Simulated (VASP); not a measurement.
# MgO (P1) in VASP: a series of runs, part 2 of 2

VASP 6.6.1.

## 3. Single point, PBE (atom 6 (O) moved by -0.220 Å along [1 0 0] and +0.660 Å along [0 0 1])

INCAR reads:

```
PREC = Accurate
ENCUT = 520
EDIFF = 1E-6
ISMEAR = 0
SIGMA = 0.05
LREAL = False
LASPH = True
NELM = 100
ALGO = Normal
ISIF = 2
LWAVE = False
LCHARG = False
GGA = PE
NBANDS = 26
```

KPOINTS reads:

```
Automatic mesh
0
Gamma
  9 9 2
```

POSCAR reads:

```
MgO
1.0
    3.2803754002      0.0000000000      0.0000000000
   -1.6401877001      2.8408884305      0.0000000000
    0.0000000000      0.0000000000     10.5147056238
Mg O
4 4
Direct
    0.3333333333      0.6666666667      0.9694791811
    0.0000000000      0.0000000000      0.2208070585
    0.0000000000      0.0000000000      0.7208070585
    0.6666666667      0.3333333333      0.4694791811
    0.3333333333      0.6666666667      0.7800540723
   -0.0670654950      0.0000000000      0.5924271004
    0.0000000000      0.0000000000      0.0296578681
    0.6666666667      0.3333333333      0.2800540723
```

Potentials or basis: VASP PAW PBE potentials, release 64 (Mg, O).

On the command line:

```
$ cat potpaw_PBE.64/Mg/POTCAR potpaw_PBE.64/O/POTCAR > POTCAR
$ mpirun -np 1 vasp_std > vasp.out
```

OUTCAR:

```text
PREC = Accurate
   ENCUT = 520
   EDIFF = 1E-6
   ISMEAR = 0
   LREAL = False
   LASPH = True
   NELM = 100
   ISIF = 2
   GGA = PE

 ion  position               nearest neighbor table
   1  0.333  0.667  0.969-   5 1.99   7 2.00   7 2.00   7 2.00   3 3.23   3 3.23   3 3.23   2 3.25
                             2 3.25   2 3.25
   2  0.000  0.000  0.221-   8 1.99   8 1.99   8 1.99   7 2.01   4 3.23   4 3.23   4 3.23   1 3.25
                             1 3.25   1 3.25
[... 930 lines left out ...]
  -------------------------------------------------------------------------------------
  Total        0.8019244     -0.2448125     35.1094877      0.5989669     -0.2094774      6.0091909
  in kB       13.1120071     -4.0028499    574.0638939      9.7935148     -3.4250967     98.2543401
  external PRESSURE =     194.3910170 kB  Pullay stress =       0.0000000 kB

 VOLUME and BASIS-vectors are now :
 -----------------------------------------------------------------------------
  energy-cutoff  :      520.00
  volume of cell :       97.99
      direct lattice vectors                 reciprocal lattice vectors
     3.280375400  0.000000000  0.000000000     0.304843159  0.176001280  0.000000000
    -1.640187700  2.840888431  0.000000000     0.000000000  0.352002560  0.000000000
     0.000000000  0.000000000 10.514705624     0.000000000  0.000000000  0.095104897

 POSITION                                       TOTAL-FORCE (eV/Angst)
 -----------------------------------------------------------------------------------
     -0.00000      1.89393     10.19379        -0.001282     -0.000085     -1.158531
      0.00000      0.00000      2.32172        -0.007962     -0.000000     -1.148607
      0.00000      0.00000      7.57907         4.425518      0.005129     28.742296
      1.64019      0.94696      4.93644        -0.153877      0.086352      3.040557
     -0.00000      1.89393      8.20204        -0.129595     -0.043088      1.448071
      3.06038      0.00000      6.22920        -4.112853     -0.053592    -33.186606
      0.00000      0.00000      0.31184         0.000439     -0.000166      1.175132
      1.64019      0.94696      2.94469        -0.020387      0.005450      1.087688
 -----------------------------------------------------------------------------------
    total drift:                                0.000652     -0.000018     -0.000790

  FREE ENERGIE OF THE ION-ELECTRON SYSTEM (eV)
  ---------------------------------------------------
  free  energy   TOTEN  =       -39.9795924070 eV

  energy  without entropy=      -39.9795924070  energy(sigma->0) =      -39.97959241
```

Run time: 82 s. Hardware: 1 thread of Intel Xeon 6975P-C (Granite Rapids), shared host; peak memory 0.3 GiB.

Results:

```yaml
Free_energy: -39.9796 eV
Pressure: 19.4 GPa
Largest_force: 33.441 eV/Å
Band_gap_on_the_k_mesh: 0.69 eV, direct
```

Forces in eV/Å, atoms in the order of the input:
```
Mg   -0.001   0.000  -1.159
Mg   -0.008   0.000  -1.149
Mg    4.426   0.005  28.742
Mg   -0.154   0.086   3.041
O    -0.130  -0.043   1.448
O    -4.113  -0.054 -33.187
O     0.000   0.000   1.175
O    -0.020   0.005   1.088
```

Caveat: the cell differs from its parent crystal (atom 6 (O) moved by -0.220 Å along [1 0 0] and +0.660 Å along [0 0 1]); forces of over 1 eV/Å act on the atoms, so gaps and moduli don't describe the material at rest. A k mesh can miss the band edges.

## 4. Single point, PBE (atom 6 (O) moved by -0.660 Å along [1 0 0] and +0.220 Å along [0 0 1])

INCAR reads:

```
  ALGO = Normal
  EDIFF = 1E-7
  ENCUT = 520
  GGA = PE
  ISIF = 2
  ISMEAR = 0
  LASPH = True
  LCHARG = True
  LELF = True
  LREAL = False
  LVHAR = True
  LWAVE = False
  NBANDS = 26
  NELM = 100
  PREC = Accurate
  SIGMA = 0.05
```

KPOINTS reads:

```
k-points
0
Gamma
  9 9 2
```

Changes to POSCAR since step 3:

```diff
@@ -13,3 +13,3 @@
     0.3333333333      0.6666666667      0.7800540723
-   -0.0670654950      0.0000000000      0.5924271004
+   -0.2011964850      0.0000000000      0.5505809455
     0.0000000000      0.0000000000      0.0296578681
```

On the command line:

```
$ cat potpaw_PBE.64/Mg/POTCAR potpaw_PBE.64/O/POTCAR > POTCAR
$ mpirun -np 1 vasp_std > vasp.out
```

Run time: 89 s. Hardware: 1 thread of Intel Xeon 6975P-C (Granite Rapids), shared host; peak memory 0.3 GiB.

The run converged. Its results:

```yaml
Free_energy: -45.0376 eV
Pressure: 6.4 GPa
Largest_force: 8.270 eV/Å
Band_gap_on_the_k_mesh: 2.42 eV, direct
```

Forces on the atoms (eV/Å):
```
Mg  -0.005 -0.005 -0.463
Mg  -0.034 -0.001 -0.514
Mg  -0.011 -0.001  0.767
Mg  -5.563  5.254 -3.138
O   -0.171 -0.164  0.665
O    5.866 -5.135  1.770
O    0.001 -0.001  0.485
O   -0.083  0.054  0.428
```

Stress tensor (GPa, compression positive):
```
 5.73 -6.09  7.58
-6.09  5.68 -8.28
 7.58 -8.28  7.73
```

Levels at points of the mesh, in eV from the valence-band top:
```csv
k point,band 12,band 13,band 14,band 15,band 16,band 17,band 18,band 19,band 20,band 21
"(0.00, 0.00, 0.00)",-0.86,-0.60,-0.38,-0.21,0.00,2.42,4.79,5.18,7.66,8.77
"(0.00, 0.00, 0.50)",-0.86,-0.86,-0.42,-0.21,-0.03,2.90,3.83,6.50,6.55,9.82
```

Caveat: the cell differs from its parent crystal (atom 6 (O) moved by -0.660 Å along [1 0 0] and +0.220 Å along [0 0 1]); forces of over 1 eV/Å act on the atoms, so gaps and moduli don't describe the material at rest.

## 5. Single point, PBE (atom 6 (O) moved by -0.220 Å along [1 0 0] and +0.220 Å along [0 0 1])

INCAR reads:

```
SYSTEM = MgO
  PREC = Accurate
  ENCUT = 520
  EDIFF = 1E-7
  ISMEAR = 0
  SIGMA = 0.05
  LREAL = .FALSE.
  LASPH = .TRUE.
  NELM = 60
  ALGO = Normal
  ISIF = 2
  LWAVE = .FALSE.
  LCHARG = .TRUE.
  GGA = PE
  LELF = .TRUE.
  LVHAR = .TRUE.
  NBANDS = 26
```

KPOINTS reads:

```
regular mesh
0
G
  9 9 2
  0 0 0
```

Changes to POSCAR since step 4:

```diff
@@ -13,3 +13,3 @@
     0.3333333333      0.6666666667      0.7800540723
-   -0.2011964850      0.0000000000      0.5505809455
+   -0.0670654950      0.0000000000      0.5505809455
     0.0000000000      0.0000000000      0.0296578681
```

On the command line:

```
$ cat potpaw_PBE.64/Mg/POTCAR potpaw_PBE.64/O/POTCAR > POTCAR
$ mpirun -np 1 vasp_std > vasp.out
```

Run time: 89 s. Hardware: 1 thread of Intel Xeon 6975P-C (Granite Rapids), shared host; peak memory 0.3 GiB.

Results (log left out):

| Property | Result |
| --- | --- |
| Free energy | -46.3915 eV |
| Pressure | 1.3 GPa |
| Largest force | 3.889 eV/Å |
| Band gap on the k mesh | 2.74 eV, direct |

Forces in eV/Å, atoms in the order of the input:
```
Mg  -0.002 -0.001 -0.457
Mg  -0.013  0.000 -0.472
Mg   0.140  0.001  2.197
Mg  -1.085  0.434  1.026
O   -0.066 -0.020  0.507
O    1.059 -0.421 -3.718
O    0.000  0.000  0.467
O   -0.033  0.007  0.450
```

Stress tensor (GPa, compression positive):
```
-0.37 -0.74  1.87
-0.74 -0.89 -0.72
 1.87 -0.72  5.14
```

Levels at points of the mesh, in eV from the valence-band top:
| k point | band 12 | band 13 | band 14 | band 15 | band 16 | band 17 | band 18 | band 19 | band 20 | band 21 |
| --- | --- | --- | --- | --- | --- | --- | --- | --- | --- | --- |
| (0.00, 0.00, 0.00) | -0.71 | -0.48 | -0.37 | -0.06 | 0.00 | 2.74 | 5.10 | 5.39 | 7.93 | 9.01 |
| (0.00, 0.00, 0.50) | -0.71 | -0.69 | -0.41 | -0.06 | 0.00 | 3.24 | 4.05 | 6.71 | 6.88 | 10.01 |

Caveat: the cell differs from its parent crystal (atom 6 (O) moved by -0.220 Å along [1 0 0] and +0.220 Å along [0 0 1]); forces of over 1 eV/Å act on the atoms, so gaps and moduli don't describe the material at rest.
